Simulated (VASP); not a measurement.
Mo: single point with PBE

The system is Mo.

```
Mo
1.0
    -1.53173    1.57100    1.57100
     1.53173   -1.57100    1.57100
     1.53173    1.57100   -1.57100
Mo
1
Direct
  0.00000 0.00000 0.00000
```

This cell differs from its parent crystal: strain -0.0250 x Voigt [1, 0, 0, 0, 0, 0].

```
Program                : VASP 6.6.1
Task                   : single point
Functional             : PBE
Potentials or basis    : VASP PAW PBE potentials, release 64 (Mo_sv)
Cutoff                 : 520 eV
k mesh                 : 22 × 22 × 22
Occupations            : gaussian, width 0.15 eV
Spin                   : no spin polarisation
Dipole correction      : no
Further INCAR settings : ALGO = Fast; EDIFF = 1e-06; NBANDS = 13
```

```json
{
 "Pressure": "13.0 GPa",
 "Band gap on the k mesh": "zero (bands 7 and 8 overlap by 5.49 eV)"
}
```

Stress tensor (GPa, compression positive):
```
18.57  0.00  0.00
 0.00 10.15  0.00
 0.00  0.00 10.15
```

Levels at points of the mesh, in eV from the Fermi level:
```csv
k point,band 4,band 5,band 6,band 7,band 8,band 9,band 10,band 11
"(0.00, 0.00, 0.00)",-34.46,-7.34,-1.63,-1.32,-1.32,1.52,1.92,14.72
"(0.50, 0.00, 0.00)",-34.47,-5.50,-3.34,1.51,1.62,2.30,4.94,12.01
"(0.00, 0.50, 0.00)",-34.49,-5.54,-3.67,1.83,1.84,2.56,5.00,12.00
"(0.50, 0.50, 0.50)",-35.48,-5.73,-5.66,4.15,4.15,4.24,9.11,9.11
```

Run time: 2.6 min on 1 thread of Intel Xeon 8259CL, on a shared host, peak memory 0.26 GiB.

Caveat: the cell differs from its parent crystal (strain -0.0250 x Voigt [1, 0, 0, 0, 0, 0]); the stress differs along the axes, from 10 to 19 GPa.
